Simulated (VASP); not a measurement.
Here is a VASP 6.6.1 calculation.

Contents of INCAR:

```
PREC = Accurate
ENCUT = 500
EDIFF = 1E-6
ISMEAR = -1
SIGMA = 0.02
LREAL = F
LASPH = T
NELM = 120
ALGO = Normal
ISIF = 2
LWAVE = F
LCHARG = F
GGA = PE
NBANDS = 21
GGA_COMPAT = F
```

The input KPOINTS:

```
regular mesh
0
Gamma
  6 6 6
```

The input POSCAR:

```
Sn
1.0
    0.2150730820      3.3047643973      3.3047643973
    3.3047643973      0.2150730820      3.3047643973
    3.3047643973      3.3047643973      0.2150730820
Sn
2
Direct
    0.0054440382      0.0054440382      0.0054440382
    0.2445559618      0.2445559618      0.2445559618
```

Potentials or basis: VASP PAW PBE potentials, release 64 (Sn_d).

The run is started by

```console
$ cat potpaw_PBE.64/Sn_d/POTCAR > POTCAR
$ mpirun -np 1 vasp_std > vasp.out
```

Question: Predict the largest force.

Answer: 0.105 eV/Å.

Question: What does it give for the band gap on the k mesh?

Answer: Zero (bands 14 and 15 overlap by 0.72 eV).

Stress tensor (GPa, compression positive):
```
 5.99 -1.86 -1.86
-1.86  5.99 -1.86
-1.86 -1.86  5.99
```

Caveat: the cell differs from its parent crystal (epitaxial 111 strain -5.9%); the cell stands under pressure; spin-orbit coupling is left out, which moves the levels of the heavy elements.
